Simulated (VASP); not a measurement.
A run of VASP 6.6.1:

INCAR

```
SYSTEM = Ho2O
  PREC = Accurate
  ENCUT = 600
  EDIFF = 1E-6
  ISMEAR = 0
  SIGMA = 0.2
  LREAL = .False.
  LASPH = .True.
  NELM = 200
  ALGO = Normal
  ISIF = 2
  LWAVE = .False.
  LCHARG = .False.
  GGA = PE
  NBANDS = 19
  GGA_COMPAT = .False.
  LMAXMIX = 6
```

Contents of KPOINTS:

```
Automatic mesh
0
Gamma
  5 5 5
  0 0 0
```

File POSCAR:

```
Ho2O
1.0
    0.0000000000      3.1991150500      3.1991150500
    3.1991150500      0.0000000000      3.1991150500
    3.1991150500      3.1991150500      0.0000000000
Ho O
2 1
Direct
    0.2500000000      0.2500000000      0.2500000000
    0.5000000000      0.5000000000      0.5000000000
    0.7500000000      0.7500000000      0.7500000000
```

Potentials or basis: VASP PAW PBE potentials, release 64 (Ho_3, O), 4f in core.

Command:

```sh
$ cat potpaw_PBE.64/Ho_3/POTCAR potpaw_PBE.64/O/POTCAR > POTCAR
$ mpirun -np 1 vasp_std > vasp.out
```

Hardware: 1 thread of Intel Xeon 8259CL, with other jobs on the host.

Q: How long does it take, and how much memory?

A: Run time: 35 s on 1 thread of Intel Xeon 8259CL (shared host), peak memory 0.21 GiB. Counts: scf iterations 15, k points 10.
